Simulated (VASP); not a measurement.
# Lu (P6_3/mmc) in VASP: further runs

Runs on Lu. Level: r2SCAN. Tasks: single point.

Program: VASP 6.6.1. These are calculated values, not measurements. Logs are shortened: lines on timing, memory, paths and dates and some standing lists are left out, and cuts for length are marked.

### Step 1. The cell of the first run

The structure is hexagonal, space group P6_3/mmc (No. 194). The conventional cell has a = 3.505 Å, b = 3.505 Å, c = 5.470 Å, α = 90.00°, β = 90.00°, γ = 120.00°. Lu (site symmetry -6m2) has 12 Lu at 3.40 to 3.50 Å within 4.5 Å.

### Step 2. Single point, r2SCAN

Contents of POSCAR:

```
Lu
1.0
    3.5048186286      0.0000000000      0.0000000000
   -1.7524093143      3.0352619680      0.0000000000
    0.0000000000      0.0000000000      5.4696750779
Lu
2
Direct
    0.3333333333      0.6666666667      0.2500000000
    0.6666666667      0.3333333333      0.7500000000
```

Contents of INCAR.step1:

```
PREC     = Accurate       # precision mode
ENCUT    = 520            # plane-wave cutoff, eV
ISMEAR   = 1              # smearing method
SIGMA    = 0.03           # smearing width, eV
LREAL    = F              # projectors in reciprocal space
LASPH    = T              # aspherical terms in the spheres
NELM     = 100            # most SCF steps
NBANDS   = 32             # bands
GGA      = PE             # functional
ALGO     = Normal         # electronic algorithm
EDIFF    = 1E-4           # SCF threshold, eV
LWAVE    = T              # write WAVECAR
LCHARG   = F              # write CHGCAR
```

Contents of INCAR.step2:

```
PREC     = Accurate       # precision mode
ENCUT    = 520            # plane-wave cutoff, eV
EDIFF    = 1E-6           # SCF threshold, eV
ISMEAR   = 1              # smearing method
SIGMA    = 0.03           # smearing width, eV
LREAL    = F              # projectors in reciprocal space
LASPH    = T              # aspherical terms in the spheres
NELM     = 100            # most SCF steps
ALGO     = Normal         # electronic algorithm
ISIF     = 2              # what is computed and relaxed
LWAVE    = F              # write WAVECAR
LCHARG   = F              # write CHGCAR
METAGGA  = R2SCAN         # meta-GGA
LMIXTAU  = T            
NBANDS   = 32             # bands
ISTART   = 1
```

Contents of KPOINTS:

```
Automatic mesh
0
Gamma
  10 10 6
```

Potentials or basis: VASP PAW PBE potentials, release 64 (Lu).

The run is started by

```sh
$ cat potpaw_PBE.64/Lu/POTCAR > POTCAR
$ cp INCAR.step1 INCAR
$ mpirun -np 1 vasp_std > vasp.out
$ cp INCAR.step2 INCAR
$ mpirun -np 1 vasp_std > vasp.out
```

OUTCAR:

```text
PREC = Accurate
   ENCUT = 520
   EDIFF = 1E-6
   ISMEAR = 1
   LREAL = F
   LASPH = T
   NELM = 100
   ISIF = 2
   METAGGA = R2SCAN
   ISTART = 1

 ion  position               nearest neighbor table
   1  0.333  0.667  0.250-   2 3.40   2 3.40   2 3.40   2 3.40   2 3.40   2 3.40
   2  0.667  0.333  0.750-   1 3.40   1 3.40   1 3.40   1 3.40   1 3.40   1 3.40

  LATTYP: Found a hexagonal cell.
 ALAT       =     3.5048186286
 C/A-ratio  =     1.5606157287

  Lattice vectors:

 A1 = (   3.5048186286,   0.0000000000,   0.0000000000)
 A2 = (  -1.7524093143,   3.0352619680,   0.0000000000)
 A3 = (   0.0000000000,   0.0000000000,   5.4696750779)

Analysis of symmetry for initial positions (statically):
=====================================================================
 Subroutine PRICEL returns:
 Original cell was already a primitive cell.

 Routine SETGRP: Setting up the symmetry group for a
 hexagonal supercell.

 Subroutine GETGRP returns: Found 24 space group operations
 (whereof 12 operations were pure point group operations)
 out of a pool of 24 trial point group operations.

The static configuration has the point symmetry D_3d.
 The point group associated with its full space group is D_6h.

Analysis of symmetry for dynamics (positions and initial velocities):
=====================================================================
 Subroutine PRICEL returns:
 Original cell was already a primitive cell.

 Routine SETGRP: Setting up the symmetry group for a
 hexagonal supercell.

 Subroutine GETGRP returns: Found 24 space group operations
 (whereof 12 operations were pure point group operations)
 out of a pool of 24 trial point group operations.

The dynamic configuration has the point symmetry D_3d.
 The point group associated with its full space group is D_6h.

 Subroutine INISYM returns: Found 24 space group operations
 (whereof 12 operations are pure point group operations),
 and found     1 'primitive' translations

----------------------------------------------------------------------------------------

                                     Primitive cell

  volume of cell :      58.1866

  direct lattice vectors                    reciprocal lattice vectors
     3.504818629  0.000000000  0.000000000     0.285321469  0.164730427  0.000000000
    -1.752409314  3.035261968  0.000000000     0.000000000  0.329460854  0.000000000
     0.000000000  0.000000000  5.469675078     0.000000000  0.000000000  0.182826217

  length of vectors
     3.504818629  3.504818629  5.469675078     0.329460854  0.329460854  0.182826217

  position of ions in fractional coordinates (direct lattice)
     0.333333333  0.666666667  0.250000000
     0.666666667  0.333333333  0.750000000

  ion indices of the primitive-cell ions
   primitive index   ion index
                 1           1
                 2           2

----------------------------------------------------------------------------------------

 KPOINTS: Automatic mesh

Automatic generation of k-mesh.
 Grid dimensions read from file:
 generate k-points for:   10   10    6

 Generating k-lattice:

  Cartesian coordinates                     Fractional coordinates (reciprocal lattice)
     0.028532147  0.016473043  0.000000000     0.100000000 -0.000000000  0.000000000
     0.000000000  0.032946085  0.000000000     0.000000000  0.100000000  0.000000000
     0.000000000  0.000000000  0.030471036     0.000000000  0.000000000  0.166666667

  Length of vectors
     0.032946085  0.032946085  0.030471036

  Shift w.r.t. Gamma in fractional coordinates (k-lattice)
     0.000000000  0.000000000  0.000000000

 Subroutine IBZKPT returns following result:
 ===========================================

 Found     56 irreducible k-points:

 Following reciprocal coordinates:
            Coordinates               Weight
  0.000000  0.000000  0.000000      1.000000
  0.100000 -0.000000  0.000000      6.000000
  0.200000 -0.000000  0.000000      6.000000
  0.300000 -0.000000  0.000000      6.000000
  0.400000 -0.000000  0.000000      6.000000
  0.500000 -0.000000  0.000000      3.000000
[... 16 lines left out ...]
  0.300000  0.100000  0.166667     24.000000
  0.400000  0.100000  0.166667     24.000000
 [... further k-points ...]
   k-points           NKPTS =     56   k-points in BZ     NKDIM =     56   number of bands    NBANDS=     32
   number of dos      NEDOS =    301   number of ions     NIONS =      2
   total plane-waves  NPLWV =  32928
   dimension x,y,z NGX =    28 NGY =   28 NGZ =   42
   dimension x,y,z NGXF=    56 NGYF=   56 NGZF=   84
   ions per type =               2
   NGX,Y,Z   is equivalent  to a cutoff of  13.28, 13.28, 12.77 a.u.
   NGXF,Y,Z  is equivalent  to a cutoff of  26.56, 26.56, 25.53 a.u.
 SYSTEM =  unknown system
   PREC   = accura    normal or accurate (medium, high low for compatibility)
   ISTART =      1    job   : 0-new  1-cont  2-samecut
   ICHARG =      0    charge: 1-file 2-atom 10-const
   ISPIN  =      1    spin polarized calculation?
   LNONCOLLINEAR =      F non collinear calculations
   LSORBIT =      F    spin-orbit coupling
   LASPH  =      T    aspherical Exc in radial PAW
   ENCUT  =  520.0 eV  38.22 Ry    6.18 a.u.   6.52  6.52 10.17*2*pi/ulx,y,z
   NELM   =    100;   NELMIN=  2; NELMDL=  0     # of ELM steps
   EDIFF  = 0.1E-05   stopping-criterion for ELM
   LREAL  =      F    real-space projection
   EDIFFG = 0.1E-04   stopping-criterion for IOM
   NSW    =      0    number of steps for IOM
   IBRION =     -1    ionic relax: 0-MD 1-quasi-New 2-CG
   NFREE  =      0    steps in history (QN), initial steepest desc. (CG)
   ISIF   =      2    stress and relaxation
   ISYM   =      2    0-nonsym 1-usesym 2-fastsym
   POTIM  = 0.5000    time-step for ionic-motion
   TEBEG  =    0.0;   TEEND  =   0.0 temperature during run
   PSTRESS=    0.0 pullay stress
   NELECT =      50.0000    total number of electrons
   NUPDOWN=      -1.0000    fix difference up-down
   EMIN   =  10.00;   EMAX   =-10.00  energy-range for DOS
   EFERMI =   0.00;   METHOD = LEGACY
   ISMEAR =     1;   SIGMA  =   0.03  broadening in eV -4-tet -1-fermi 0-gaus
   EFERMI_NEDOS =   21; number of points for ismear=-14 and -15
   IALGO  =     38    algorithm
   IMIX   =      4    mixing-type and parameters
     AMIX     =   0.40;   BMIX     =  1.00
     AMIX_MAG =   1.60;   BMIX_MAG =  1.00
  volume/ion in A,a.u.               =      29.09       196.33
  Fermi-wavevector in a.u.,A,eV,Ry     =   1.556409  2.941187 32.958877  2.422409
  Thomas-Fermi vector in A             =   2.660209
   LORBIT       =      0    0 simple, 1 ext, 2 COOP (PROOUT), +10 PAW based schemes
   METAGGA = R2SCAN    functional components
   LHFCALC =     F    Hartree Fock is set to
   AEXX    =    0.0000 exact exchange contribution
   IVDW    =     0    specifies the selected vdW correction
   LEPSILON=     F    determine dielectric tensor
   LRPA    =     F    only Hartree local field effects (RPA)
 non-spin polarized calculation
 Methfessel and Paxton  Order N= 1 SIGMA  =   0.03
  energy-cutoff  :      520.00
  volume of cell :       58.19
 maximum number of plane-waves:      1616
 NGX is ok and might be reduce to    28
   NGX = 13   NGY = 13   NGZ = 21

 number of electron      49.9999994 magnetization

 Free energy of the ion-electron system (eV)
  ---------------------------------------------------
  ext. energy  EPLUGINS =         0.00000000
  ---------------------------------------------------
  free energy    TOTEN  =       -76.11261887 eV

  energy without entropy =      -76.11206775  energy(sigma->0) =      -76.11243516

 E-fermi :   2.1545     XC(G=0): -11.6051

 val. band max:        2.1536394254   @ k =   0.4000   0.1000   0.3333
 cond. band min:       2.1633793083   @ k =   0.2000  -0.0000   0.1667
 fundamental gap:      0.0097398829
 Fermi energy:         2.1544835950

 k-point     1 :       0.0000    0.0000    0.0000
  band No.  band energies     occupation
      1     -55.7061      2.00000
      2     -55.6672      2.00000
      3     -26.0117      2.00000
      4     -25.5567      2.00000
      5     -25.5567      2.00000
      6     -25.4710      2.00000
[... 24 lines left out ...]
     31       5.9604      0.00000
     32       5.9604      0.00000

 k-point     2 :       0.1000   -0.0000    0.0000
  band No.  band energies     occupation
      1     -55.7036      2.00000
      2     -55.6664      2.00000
      3     -25.9952      2.00000
      4     -25.5889      2.00000
      5     -25.5679      2.00000
      6     -25.5050      2.00000
[... 24 lines left out ...]
     31       5.6347      0.00000
     32       5.7066      0.00000

 k-point     3 :       0.2000   -0.0000    0.0000
  band No.  band energies     occupation
      1     -55.6968      2.00000
      2     -55.6646      2.00000
      3     -25.9488      2.00000
      4     -25.6738      2.00000
      5     -25.5959      2.00000
      6     -25.5914      2.00000
[... 24 lines left out ...]
     31       6.0993      0.00000
     32       6.2838      0.00000

 k-point     4 :       0.3000   -0.0000    0.0000
  band No.  band energies     occupation
      1     -55.6879      2.00000
      2     -55.6628      2.00000
      3     -25.8822      2.00000
      4     -25.7796      2.00000
      5     -25.6932      2.00000
      6     -25.6289      2.00000
[... 24 lines left out ...]
     31       6.9023      0.00000
     32       7.2569      0.00000

 k-point     5 :       0.4000   -0.0000    0.0000
  band No.  band energies     occupation
      1     -55.6796      2.00000
      2     -55.6625      2.00000
      3     -25.8656      2.00000
      4     -25.8127      2.00000
      5     -25.7721      2.00000
      6     -25.6547      2.00000
[... 584 lines left out ...]
     31       5.9891      0.00000
     32       6.4400      0.00000

 k-point    22 :       0.2000    0.1000    0.1667
  band No.  band energies     occupation
      1     -55.6892      2.00000
      2     -55.6652      2.00000
      3     -25.9006      2.00000
      4     -25.7127      2.00000
      5     -25.6851      2.00000
      6     -25.6086      2.00000
[... 24 lines left out ...]
     31       6.5212      0.00000
     32       7.1175      0.00000

 k-point    23 :       0.3000    0.1000    0.1667
  band No.  band energies     occupation
      1     -55.6810      2.00000
      2     -55.6638      2.00000
      3     -25.8856      2.00000
      4     -25.7900      2.00000
      5     -25.7323      2.00000
      6     -25.6473      2.00000
[... 24 lines left out ...]
     31       7.6188      0.00000
     32       7.9370      0.00000

 k-point    24 :       0.4000    0.1000    0.1667
  band No.  band energies     occupation
      1     -55.6749      2.00000
      2     -55.6638      2.00000
      3     -25.9128      2.00000
      4     -25.8244      2.00000
      5     -25.7314      2.00000
      6     -25.6624      2.00000
[... 24 lines left out ...]
     31       8.3375      0.00000
     32       8.6258      0.00000

 [... further k-points ...]

------------------------ aborting loop because EDIFF is reached ----------------------------------------

  FORCE on cell =-STRESS in cart. coord.  units (eV):
  Direction    XX          YY          ZZ          XY          YZ          ZX
  --------------------------------------------------------------------------------------
  -------------------------------------------------------------------------------------
  Total        0.0466250      0.0466250     -0.1754971     -0.0000000      0.0000000     -0.0000000
  in kB        1.2838254      1.2838254     -4.8323390     -0.0000000      0.0000000     -0.0000000
  external PRESSURE =      -0.7548961 kB  Pullay stress =       0.0000000 kB

 VOLUME and BASIS-vectors are now :
 -----------------------------------------------------------------------------
  energy-cutoff  :      520.00
  volume of cell :       58.19
      direct lattice vectors                 reciprocal lattice vectors
     3.504818629  0.000000000  0.000000000     0.285321469  0.164730427  0.000000000
    -1.752409314  3.035261968  0.000000000     0.000000000  0.329460854  0.000000000
     0.000000000  0.000000000  5.469675078     0.000000000  0.000000000  0.182826217

 POSITION                                       TOTAL-FORCE (eV/Angst)
 -----------------------------------------------------------------------------------
     -0.00000      2.02351      1.36742         0.000000     -0.000000      0.000000
      1.75241      1.01175      4.10226        -0.000000      0.000000      0.000000
 -----------------------------------------------------------------------------------
    total drift:                               -0.000000      0.000000     -0.000000

  FREE ENERGIE OF THE ION-ELECTRON SYSTEM (eV)
  ---------------------------------------------------
  free  energy   TOTEN  =       -76.1126188669 eV

  energy  without entropy=      -76.1120677498  energy(sigma->0) =      -76.11243516
```

Run time: 6 min. Hardware: 1 thread of AMD EPYC 7R13 (Zen 3), shared host; peak memory 0.22 GiB.

What came out:

| Property | Result |
| --- | --- |
| Free energy | -76.1126 eV |
| Pressure | -0.1 GPa |
| Band gap on the k mesh | zero (bands 25 and 26 overlap by 1.99 eV) |

Caveat: the PAW data sets were made with another functional, which shifts forces and pressure a little; spin-orbit coupling is left out, which moves the levels of the heavy elements.

### Step 3. Single point, r2SCAN

POSCAR is that of step 2.

Contents of INCAR.step1:

```
PREC = Accurate ; ENCUT = 520
ISMEAR = 1 ; SIGMA = 0.1
LREAL = F ; LASPH = T
NELM = 100 ; NBANDS = 32
GGA = PE ; ALGO = Normal
EDIFF = 1E-4 ; LWAVE = T
LCHARG = F
```

Contents of INCAR.step2:

```
PREC = Accurate ; ENCUT = 520
EDIFF = 1E-6 ; ISMEAR = 1
SIGMA = 0.1 ; LREAL = F
LASPH = T ; NELM = 100
ALGO = Normal ; ISIF = 2
LWAVE = F ; LCHARG = F
METAGGA = R2SCAN ; LMIXTAU = T
NBANDS = 32 ; ISTART = 1
```

Contents of KPOINTS:

```
regular mesh
0
Gamma
  10 10 6
```

Potentials or basis: VASP PAW PBE potentials, release 64 (Lu).

The run is started by

```sh
$ cat potpaw_PBE.64/Lu/POTCAR > POTCAR
$ cp INCAR.step1 INCAR
$ mpirun -np 1 vasp_std > vasp.out
$ cp INCAR.step2 INCAR
$ mpirun -np 1 vasp_std > vasp.out
```

Wall time 6.3 min (1 thread of AMD EPYC 7R13 (Zen 3), shared host); peak memory 0.22 GiB.

Results (log left out):

- Free energy: -76.1134 eV
- Pressure: 0.0 GPa
- Band gap on the k mesh: zero (bands 25 and 26 overlap by 1.99 eV)

Stress tensor (GPa, compression positive):
```
 0.22  0.00  0.00
 0.00  0.22  0.00
 0.00  0.00 -0.37
```

Levels at points of the mesh, in eV from the Fermi level:
```tsv
k point	band 21	band 22	band 23	band 24	band 25	band 26	band 27	band 28	band 29	band 30
(0.00, 0.00, 0.00)	-5.04	-5.02	-5.02	-2.39	0.56	2.46	2.46	2.94	3.26	3.26
(0.50, 0.00, 0.00)	-5.04	-5.03	-2.37	-1.42	-0.83	-0.42	1.74	2.12	2.63	6.58
(0.00, 0.00, 0.50)	-5.02	-5.02	-4.53	-4.53	1.37	1.37	2.37	2.37	2.37	2.37
(0.50, 0.00, 0.50)	-5.04	-5.04	-2.10	-2.10	0.10	0.10	1.47	1.47	3.66	3.66
```

Caveat: the PAW data sets were made with another functional, which shifts forces and pressure a little; spin-orbit coupling is left out, which moves the levels of the heavy elements.

(Continued in part 2 of 2.)
